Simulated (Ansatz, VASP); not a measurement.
SiC in VASP and in Ansatz

INCAR

```
ALGO = Normal
EDIFF = 1E-6
EDIFFG = -0.01
ENCUT = 520
IBRION = 2
ISIF = 2
ISMEAR = 0
LASPH = T
LCHARG = F
LREAL = F
LWAVE = F
NELM = 100
NSW = 50
PREC = Accurate
SIGMA = 0.05
```

File KPOINTS:

```
k-points
0
Gamma
  12 12 6
```

File POSCAR:

```
SiC
1.0
    3.0156514304      0.0000000000      0.0000000000
   -1.5078257152      2.6116307477      0.0000000000
    0.0000000000      0.0000000000      5.1519389038
Si C
2 2
Direct
    0.3333333333      0.6666666667      0.0046041256
    0.6666666667      0.3333333333      0.5046041256
    0.3333333333      0.6666666667      0.3803958744
    0.6666666667      0.3333333333      0.8803958744
```

Input for Ansatz:

```yaml
crystal:
  lattice:
    - [3.0156514304, 0.0, 0.0]
    - [-1.5078257152, 2.6116307477, 0.0]
    - [0.0, 0.0, 5.1519389038]
  atoms:
    - { symbol: Si, position: [0.3333333333, 0.6666666667, 0.0046041256] }
    - { symbol: Si, position: [0.6666666667, 0.3333333333, 0.5046041256] }
    - { symbol: C, position: [0.3333333333, 0.6666666667, 0.3803958744] }
    - { symbol: C, position: [0.6666666667, 0.3333333333, 0.8803958744] }
basis:
  ecutwfc: 520.0
kpoints:
  mp_grid: { grid: [12, 12, 6] }
hamiltonian:
  xc: lda
  pseudopotentials: { kind: paw, azcp: { folder: soft_1 } }
scf:
  occupations: { method: gaussian, width: 0.05 }
output:
  forces: true
  stress: true
  eigenvalues: true
relax:
  adjacent_minimum: "off"
  f_tol: 0.01
  max_steps: 30
```

Alike in both runs: task relaxation of the atoms; functional LDA; k mesh 12 × 12 × 6; occupations gaussian, width 0.05 eV; no spin polarisation.

|  | VASP | Ansatz |
| --- | --- | --- |
| version | VASP 6.6.1 | Ansatz 0.2.0 |
| potentials or method | VASP PAW LDA potentials, release 64 (Si, C), cutoff 520 eV | scalar-relativistic, plane waves, PAW |
| valence electrons in the cell | 16 | 16 |

Ansatz gave:

```
gap on the k mesh at the Fermi level, each at its own relaxed structure (eV) : 1.82
```

Q: Estimate VASP's values.

A: gap on the k mesh at the Fermi level, each at its own relaxed structure (eV): 1.81.

Ansatz warns that its potentials were made for another functional, while VASP's fit it. LDA's correlation is that of Perdew and Zunger in VASP and of Perdew and Wang (1992) in Ansatz. Ansatz's warnings: stress scf threshold loose.
